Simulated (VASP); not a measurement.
# Al2Cl (Fd-3m) in VASP: a series of runs

Runs on Al2Cl. Level: PBE. Tasks: single point, relaxation of cell and atoms.

Program: VASP 6.6.1. These are calculated values, not measurements. Logs are shortened: lines on timing, memory, paths and dates and some standing lists are left out, and cuts for length are marked.

**1. The cell of the first run**

It takes space group Fd-3m (No. 227, cubic). Conventional cell: a = 8.118 Å, b = 8.118 Å, c = 8.118 Å, α = 90.00°, β = 90.00°, γ = 90.00°. Al (site symmetry -3m) has 6 Al at 2.87 Å and 6 Cl at 3.37 Å within 3.8 Å. Within 4.4 Å of Cl (site symmetry -43m) lie 12 Al at 3.37 Å and 4 Cl at 3.52 Å.

The cell was generated, and may not be a known phase.

**2. Single point, PBE**

INCAR

```
PREC = Accurate
ENCUT = 520
EDIFF = 1E-6
ISMEAR = 0
SIGMA = 0.1
LREAL = False
LASPH = True
NELM = 60
ALGO = Normal
ISIF = 2
LWAVE = False
LCHARG = True
GGA = PE
LELF = True
LVHAR = True
NBANDS = 22
```

KPOINTS

```
Automatic mesh
0
Gamma
  4 4 4
```

POSCAR

```
Al2Cl
1.0
    0.0000000000      4.0592190100      4.0592190100
    4.0592190100      0.0000000000      4.0592190100
    4.0592190100      4.0592190100      0.0000000000
Al Cl
4 2
Direct
    0.1250000000      0.1250000000      0.1250000000
    0.6250000000      0.1250000000      0.1250000000
    0.1250000000      0.6250000000      0.1250000000
    0.1250000000      0.1250000000      0.6250000000
    0.5000000000      0.5000000000      0.5000000000
    0.7500000000      0.7500000000      0.7500000000
```

Potentials or basis: VASP PAW PBE potentials, release 64 (Al, Cl).

Run with:

```bash
$ cat potpaw_PBE.64/Al/POTCAR potpaw_PBE.64/Cl/POTCAR > POTCAR
$ mpirun -np 1 vasp_std > vasp.out
```

OUTCAR:

```text
PREC = Accurate
   ENCUT = 520
   EDIFF = 1E-6
   ISMEAR = 0
   LREAL = False
   LASPH = True
   NELM = 60
   ISIF = 2
   GGA = PE

 ion  position               nearest neighbor table
   1  0.125  0.125  0.125-   2 2.87   3 2.87   4 2.87   4 2.87   3 2.87   2 2.87
   2  0.625  0.125  0.125-   1 2.87   4 2.87   3 2.87   1 2.87   3 2.87   4 2.87
   3  0.125  0.625  0.125-   1 2.87   4 2.87   1 2.87   2 2.87   4 2.87   2 2.87
   4  0.125  0.125  0.625-   1 2.87   1 2.87   2 2.87   3 2.87   3 2.87   2 2.87
   5  0.500  0.500  0.500-
   6  0.750  0.750  0.750-

  LATTYP: Found a face centered cubic cell.
 ALAT       =     8.1184380200

  Lattice vectors:

 A1 = (   0.0000000000,   4.0592190100,   4.0592190100)
 A2 = (   4.0592190100,   0.0000000000,   4.0592190100)
 A3 = (   4.0592190100,   4.0592190100,   0.0000000000)

Analysis of symmetry for initial positions (statically):
=====================================================================
 Subroutine PRICEL returns:
 Original cell was already a primitive cell.

 Routine SETGRP: Setting up the symmetry group for a
 face centered cubic supercell.

 Subroutine GETGRP returns: Found 48 space group operations
 (whereof 24 operations were pure point group operations)
 out of a pool of 48 trial point group operations.

The static configuration has the point symmetry T_d .
 The point group associated with its full space group is O_h .

Analysis of symmetry for dynamics (positions and initial velocities):
=====================================================================
 Subroutine PRICEL returns:
 Original cell was already a primitive cell.

 Routine SETGRP: Setting up the symmetry group for a
 face centered cubic supercell.

 Subroutine GETGRP returns: Found 48 space group operations
 (whereof 24 operations were pure point group operations)
 out of a pool of 48 trial point group operations.

The dynamic configuration has the point symmetry T_d .
 The point group associated with its full space group is O_h .

 Subroutine INISYM returns: Found 48 space group operations
 (whereof 24 operations are pure point group operations),
 and found     1 'primitive' translations

----------------------------------------------------------------------------------------

                                     Primitive cell

  volume of cell :     133.7696

  direct lattice vectors                    reciprocal lattice vectors
     0.000000000  4.059219010  4.059219010    -0.123176404  0.123176404  0.123176404
     4.059219010  0.000000000  4.059219010     0.123176404 -0.123176404  0.123176404
     4.059219010  4.059219010  0.000000000     0.123176404  0.123176404 -0.123176404

  length of vectors
     5.740602577  5.740602577  5.740602577     0.213347790  0.213347790  0.213347790

  position of ions in fractional coordinates (direct lattice)
     0.125000000  0.125000000  0.125000000
     0.625000000  0.125000000  0.125000000
     0.125000000  0.625000000  0.125000000
     0.125000000  0.125000000  0.625000000
     0.500000000  0.500000000  0.500000000
     0.750000000  0.750000000  0.750000000

  ion indices of the primitive-cell ions
   primitive index   ion index
                 1           1
                 2           2
                 3           3
                 4           4
                 5           5
                 6           6

----------------------------------------------------------------------------------------

 KPOINTS: Automatic mesh

Automatic generation of k-mesh.
 Grid dimensions read from file:
 generate k-points for:    4    4    4

 Generating k-lattice:

  Cartesian coordinates                     Fractional coordinates (reciprocal lattice)
    -0.030794101  0.030794101  0.030794101     0.250000000  0.000000000  0.000000000
     0.030794101 -0.030794101  0.030794101     0.000000000  0.250000000  0.000000000
     0.030794101  0.030794101 -0.030794101     0.000000000  0.000000000  0.250000000

  Length of vectors
     0.053336947  0.053336947  0.053336947

  Shift w.r.t. Gamma in fractional coordinates (k-lattice)
     0.000000000  0.000000000  0.000000000

 Subroutine IBZKPT returns following result:
 ===========================================

 Found      8 irreducible k-points:

 Following reciprocal coordinates:
            Coordinates               Weight
  0.000000  0.000000  0.000000      1.000000
  0.250000  0.000000  0.000000      8.000000
  0.500000  0.000000  0.000000      4.000000
  0.250000  0.250000  0.000000      6.000000
  0.500000  0.250000  0.000000     24.000000
 -0.250000  0.250000  0.000000     12.000000
  0.500000  0.500000  0.000000      3.000000
 -0.250000  0.500000  0.250000      6.000000
   k-points           NKPTS =      8   k-points in BZ     NKDIM =      8   number of bands    NBANDS=     22
   number of dos      NEDOS =    301   number of ions     NIONS =      6
   total plane-waves  NPLWV = 110592
   dimension x,y,z NGX =    48 NGY =   48 NGZ =   48
   dimension x,y,z NGXF=    96 NGYF=   96 NGZF=   96
   ions per type =               4   2
   NGX,Y,Z   is equivalent  to a cutoff of  13.90, 13.90, 13.90 a.u.
   NGXF,Y,Z  is equivalent  to a cutoff of  27.80, 27.80, 27.80 a.u.
 SYSTEM =  unknown system
   PREC   = accura    normal or accurate (medium, high low for compatibility)
   ISTART =      0    job   : 0-new  1-cont  2-samecut
   ICHARG =      2    charge: 1-file 2-atom 10-const
   ISPIN  =      1    spin polarized calculation?
   LNONCOLLINEAR =      F non collinear calculations
   LSORBIT =      F    spin-orbit coupling
   LASPH  =      T    aspherical Exc in radial PAW
   ENCUT  =  520.0 eV  38.22 Ry    6.18 a.u.  10.67 10.67 10.67*2*pi/ulx,y,z
   NELM   =     60;   NELMIN=  2; NELMDL= -5     # of ELM steps
   EDIFF  = 0.1E-05   stopping-criterion for ELM
   LREAL  =      F    real-space projection
   EDIFFG = 0.1E-04   stopping-criterion for IOM
   NSW    =      0    number of steps for IOM
   IBRION =     -1    ionic relax: 0-MD 1-quasi-New 2-CG
   NFREE  =      0    steps in history (QN), initial steepest desc. (CG)
   ISIF   =      2    stress and relaxation
   ISYM   =      2    0-nonsym 1-usesym 2-fastsym
   POTIM  = 0.5000    time-step for ionic-motion
   TEBEG  =    0.0;   TEEND  =   0.0 temperature during run
   PSTRESS=    0.0 pullay stress
   NELECT =      26.0000    total number of electrons
   NUPDOWN=      -1.0000    fix difference up-down
   EMIN   =  10.00;   EMAX   =-10.00  energy-range for DOS
   EFERMI =   0.00;   METHOD = LEGACY
   ISMEAR =     0;   SIGMA  =   0.10  broadening in eV -4-tet -1-fermi 0-gaus
   EFERMI_NEDOS =   21; number of points for ismear=-14 and -15
   IALGO  =     38    algorithm
   IMIX   =      4    mixing-type and parameters
     AMIX     =   0.40;   BMIX     =  1.00
     AMIX_MAG =   1.60;   BMIX_MAG =  1.00
  volume/ion in A,a.u.               =      22.29       150.45
  Fermi-wavevector in a.u.,A,eV,Ry     =   0.948302  1.792031 12.235409  0.899277
  Thomas-Fermi vector in A             =   2.076478
   LORBIT       =      0    0 simple, 1 ext, 2 COOP (PROOUT), +10 PAW based schemes
   GGA     = PE    functional components
   LHFCALC =     F    Hartree Fock is set to
   AEXX    =    0.0000 exact exchange contribution
   IVDW    =     0    specifies the selected vdW correction
   LEPSILON=     F    determine dielectric tensor
   LRPA    =     F    only Hartree local field effects (RPA)
 non-spin polarized calculation
 Gauss-broadening in eV      SIGMA  =   0.10
  energy-cutoff  :      520.00
  volume of cell :      133.77
 maximum number of plane-waves:      3647
 NGX is ok and might be reduce to    48
   NGX = 21   NGY = 21   NGZ = 21

 number of electron      25.9999997 magnetization

 Free energy of the ion-electron system (eV)
  ---------------------------------------------------
  ext. energy  EPLUGINS =         0.00000000
  ---------------------------------------------------
  free energy    TOTEN  =       -18.12357990 eV

  energy without entropy =      -18.11502321  energy(sigma->0) =      -18.11930155

 E-fermi :   4.4335     XC(G=0):  -9.1010

 val. band max:        4.3854365107   @ k =  -0.2500   0.2500   0.0000
 cond. band min:       5.0419581552   @ k =   0.0000   0.0000   0.0000
 fundamental gap:      0.6565216445
 Fermi energy:         4.4335316066

 k-point     1 :       0.0000    0.0000    0.0000
  band No.  band energies     occupation
      1     -10.8301      2.00000
      2     -10.1841      2.00000
      3      -3.2247      2.00000
      4       0.5265      2.00000
      5       0.5265      2.00000
      6       0.5265      2.00000
[... 14 lines left out ...]
     21      12.2155      0.00000
     22      12.2155      0.00000

 k-point     2 :       0.2500    0.0000    0.0000
  band No.  band energies     occupation
      1     -10.7536      2.00000
      2     -10.2485      2.00000
      3      -3.2398      2.00000
      4      -0.4826      2.00000
      5       0.1719      2.00000
      6       0.1719      2.00000
[... 14 lines left out ...]
     21      10.2440      0.00000
     22      10.7632      0.00000

 k-point     3 :       0.5000    0.0000    0.0000
  band No.  band energies     occupation
      1     -10.6487      2.00000
      2     -10.3406      2.00000
      3      -3.2688      2.00000
      4      -1.0625      2.00000
      5       0.0639      2.00000
      6       0.0639      2.00000
[... 14 lines left out ...]
     21       9.4307      0.00000
     22       9.7735      0.00000

 k-point     4 :       0.2500    0.2500    0.0000
  band No.  band energies     occupation
      1     -10.7250      2.00000
      2     -10.2732      2.00000
      3      -3.1483      2.00000
      4      -0.6224      2.00000
      5      -0.4064      2.00000
      6      -0.4064      2.00000
[... 14 lines left out ...]
     21      10.8663      0.00000
     22      10.8663      0.00000

 k-point     5 :       0.5000    0.2500    0.0000
  band No.  band energies     occupation
      1     -10.6030      2.00000
      2     -10.3824      2.00000
      3      -3.0229      2.00000
      4      -1.7029      2.00000
      5      -0.5148      2.00000
      6      -0.0007      2.00000
[... 14 lines left out ...]
     21      10.0932      0.00000
     22      10.6205      0.00000

 k-point     6 :      -0.2500    0.2500    0.0000
  band No.  band energies     occupation
      1     -10.6520      2.00000
      2     -10.3375      2.00000
      3      -3.1525      2.00000
      4      -1.4017      2.00000
      5      -0.0758      2.00000
      6       0.1056      2.00000
[... 14 lines left out ...]
     21      10.1385      0.00000
     22      10.3609      0.00000

 k-point     7 :       0.5000    0.5000    0.0000
  band No.  band energies     occupation
      1     -10.4909      2.00000
      2     -10.4909      2.00000
      3      -2.3929      2.00000
      4      -2.3929      2.00000
      5      -0.8205      2.00000
      6      -0.8205      2.00000
[... 14 lines left out ...]
     21       9.4212      0.00000
     22       9.4212      0.00000

 k-point     8 :      -0.2500    0.5000    0.2500
  band No.  band energies     occupation
      1     -10.4905      2.00000
      2     -10.4905      2.00000
      3      -2.5433      2.00000
      4      -2.5433      2.00000
      5      -0.0995      2.00000
      6      -0.0995      2.00000
[... 14 lines left out ...]
     21      10.4743      0.00000
     22      10.4743      0.00000

------------------------ aborting loop because EDIFF is reached ----------------------------------------

  FORCE on cell =-STRESS in cart. coord.  units (eV):
  Direction    XX          YY          ZZ          XY          YZ          ZX
  --------------------------------------------------------------------------------------
  -------------------------------------------------------------------------------------
  Total       -0.6833844     -0.6833844     -0.6833844     -0.0000000      0.0000000     -0.0000000
  in kB       -8.1849909     -8.1849909     -8.1849909     -0.0000000      0.0000000     -0.0000000
  external PRESSURE =      -8.1849909 kB  Pullay stress =       0.0000000 kB

 VOLUME and BASIS-vectors are now :
 -----------------------------------------------------------------------------
  energy-cutoff  :      520.00
  volume of cell :      133.77
      direct lattice vectors                 reciprocal lattice vectors
     0.000000000  4.059219010  4.059219010    -0.123176404  0.123176404  0.123176404
     4.059219010  0.000000000  4.059219010     0.123176404 -0.123176404  0.123176404
     4.059219010  4.059219010  0.000000000     0.123176404  0.123176404 -0.123176404

 POSITION                                       TOTAL-FORCE (eV/Angst)
 -----------------------------------------------------------------------------------
      1.01480      1.01480      1.01480        -0.000000      0.000000     -0.000000
      1.01480      3.04441      3.04441        -0.000000      0.000000     -0.000000
      3.04441      1.01480      3.04441        -0.000000      0.000000     -0.000000
      3.04441      3.04441      1.01480        -0.000000      0.000000     -0.000000
      4.05922      4.05922      4.05922        -0.000000     -0.000000     -0.000000
      6.08883      6.08883      6.08883         0.000000      0.000000      0.000000
 -----------------------------------------------------------------------------------
    total drift:                               -0.000000     -0.000000     -0.000000

  FREE ENERGIE OF THE ION-ELECTRON SYSTEM (eV)
  ---------------------------------------------------
  free  energy   TOTEN  =       -18.1235798984 eV

  energy  without entropy=      -18.1150232098  energy(sigma->0) =      -18.11930155
```

It took 28 s on 1 thread of Intel Xeon 6975P-C (Granite Rapids), shared host; peak memory 0.3 GiB.

Results:

* Free energy: -18.1236 eV
* Pressure: -0.8 GPa
* Band gap on the k mesh: zero (bands 13 and 14 overlap by 1.25 eV)

**3. Single point, PBE**

This run uses another cell than the first one, of 21.88 Å³/atom.

INCAR

```
SYSTEM = Al2Cl
PREC = Accurate
ENCUT = 520
EDIFF = 1E-6
ISMEAR = 0
SIGMA = 0.1
LREAL = .FALSE.
LASPH = .TRUE.
NELM = 100
ALGO = Normal
ISIF = 2
LWAVE = .FALSE.
LCHARG = .FALSE.
GGA = PE
NBANDS = 22
```

KPOINTS

```
regular mesh
0
G
  8 8 8
  0 0 0
```

POSCAR: that of step 2 with these lines changed.

```diff
@@ -2,5 +2,5 @@
 1.0
-    0.0000000000      4.0592190100      4.0592190100
-    4.0592190100      0.0000000000      4.0592190100
-    4.0592190100      4.0592190100      0.0000000000
+    0.0000000000      4.0340981076      4.0340981076
+    4.0340981076      0.0000000000      4.0340981076
+    4.0340981076      4.0340981076      0.0000000000
 Al Cl
```

Potentials or basis: VASP PAW PBE potentials, release 64 (Al, Cl).

Run with:

```bash
$ cat potpaw_PBE.64/Al/POTCAR potpaw_PBE.64/Cl/POTCAR > POTCAR
$ mpirun -np 1 vasp_std > vasp.out
```

It took 74 s on 1 thread of Intel Xeon 6975P-C (Granite Rapids), shared host; peak memory 0.27 GiB.

The run converged. Its results:

```
Free energy            : -18.0531 eV
Pressure               : 0.0 GPa
Band gap on the k mesh : zero (bands 13 and 14 overlap by 1.27 eV)
```

Levels at points of the mesh, in eV from the Fermi level:
| k point | band 10 | band 11 | band 12 | band 13 | band 14 | band 15 | band 16 | band 17 |
| --- | --- | --- | --- | --- | --- | --- | --- | --- |
| (0.00, 0.00, 0.00) | -3.66 | -1.87 | -1.87 | -1.87 | 0.44 | 0.44 | 0.70 | 0.70 |
| (0.50, 0.00, 0.00) | -3.10 | -1.81 | -1.81 | -1.05 | 0.71 | 0.71 | 2.80 | 3.08 |
| (0.50, 0.50, 0.00) | -2.80 | -1.10 | -1.10 | -0.35 | -0.35 | 2.25 | 2.25 | 2.51 |

[end of part 1 of 2]

The gap in the log of VASP goes by the Fermi energy; the results here count the filled bands.